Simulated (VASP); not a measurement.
Set up this calculation in VASP 6.6.1, as the native input.

| Quantity | Value |
| --- | --- |
| Task | single point |
| Functional | LDA |
| Potentials or basis | VASP PAW LDA potentials, release 64 (Zn, Tl_d, O) |
| Cutoff | 520 eV |
| k mesh | 12 × 12 × 4 |
| Occupations | gaussian, width 0.02 eV |
| Spin | no spin polarisation |
| Dipole correction | no |
| k mesh for the DOS | 18 × 18 × 6 |
| Occupations for the DOS | tetrahedron |
| Further INCAR settings | ALGO = Normal; EDIFF = 1e-06 |

The system is Tl2ZnO2.

```
Zn Tl O
1.0
     3.38086    0.00000    0.00000
    -1.69043    2.92791    0.00000
     0.00000    0.00000   10.73691
Zn Tl O
1 2 2
Direct
  0.66667 0.33333 0.65572
  0.00000 0.00000 0.02583
  0.33333 0.66667 0.32325
  0.66667 0.33333 0.17475
  0.00000 0.00000 0.65695
```

These files were run (other wordings do the same):

POSCAR

```
Tl2ZnO2
1.0
    3.3808610833      0.0000000000      0.0000000000
   -1.6904305416      2.9279115848      0.0000000000
    0.0000000000      0.0000000000     10.7369135101
Zn Tl O
1 2 2
Direct
    0.6666666667      0.3333333333      0.6557210450
    0.0000000000      0.0000000000      0.0258276604
    0.3333333333      0.6666666667      0.3232536576
    0.6666666667      0.3333333333      0.1747516061
    0.0000000000      0.0000000000      0.6569456110
```

INCAR.step1

```
  ALGO = Normal
  EDIFF = 1E-6
  ENCUT = 520
  ISIF = 2
  ISMEAR = 0
  LASPH = True
  LCHARG = True
  LREAL = False
  LWAVE = False
  NBANDS = 33
  NELM = 80
  PREC = Accurate
  SIGMA = 0.02
```

KPOINTS.step1

```
k-points
0
Gamma
  12 12 4
```

INCAR.step2

```
  ALGO = Normal
  EDIFF = 1E-6
  ENCUT = 520
  ICHARG = 11
  ISIF = 2
  ISMEAR = -5
  LASPH = True
  LCHARG = False
  LORBIT = 11
  LREAL = False
  LWAVE = False
  NEDOS = 1001
  NELM = 80
  PREC = Accurate
  SIGMA = 0.02
```

KPOINTS.step2

```
k-points
0
Gamma
  18 18 6
```

Potentials or basis: VASP PAW LDA potentials, release 64 (Zn, Tl_d, O).

Command:

```bash
$ cat potpaw_LDA.64/Zn/POTCAR potpaw_LDA.64/Tl_d/POTCAR potpaw_LDA.64/O/POTCAR > POTCAR
$ cp INCAR.step1 INCAR
$ cp KPOINTS.step1 KPOINTS
$ mpirun -np 1 vasp_std > vasp.out
$ cp INCAR.step2 INCAR
$ cp KPOINTS.step2 KPOINTS
$ mpirun -np 1 vasp_std > vasp.out
```

Results of the run:

```yaml
Valence_electrons_inside_the_program's_atomic_spheres: Zn 10.75; Tl 11.17; O 4.86, 4.92
```

It took 18 min on 1 thread of Intel Xeon 8259CL (shared host), peak memory 0.65 GiB.
